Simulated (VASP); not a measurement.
# Al: single point with PBE

Crystal: Al.

```
Al
1.0
     0.00000    2.02040    2.02040
     2.02040    0.00000    2.02040
     2.02040    2.02040    0.00000
Al
1
Direct
  0.00000 0.00000 0.00000
```

| Property | Result |
| --- | --- |
| Program | VASP 6.6.1 |
| Task | single point |
| Functional | PBE |
| Potentials or basis | VASP PAW PBE potentials, release 64 (Al) |
| Cutoff | 500 eV |
| k mesh | 18 × 18 × 18 |
| Occupations | gaussian, width 0.1 eV |
| Spin | no spin polarisation |

```yaml
Pressure: 0.0 GPa
```

Levels at points of the mesh, in eV from the Fermi level:
```tsv
k point	band 1	band 2	band 3	band 4	band 5
(0.00, 0.00, 0.00)	-11.13	12.63	12.63	12.63	14.12
(0.50, 0.00, 0.00)	-4.59	-4.37	11.42	11.42	11.47
(0.50, 0.50, 0.00)	-2.92	-1.59	5.27	5.60	5.60
```

Run time: 7 s on 1 thread of Intel(R) Xeon(R) 6975P-C (Granite Rapids) (shared host), peak memory 0.14 GiB.
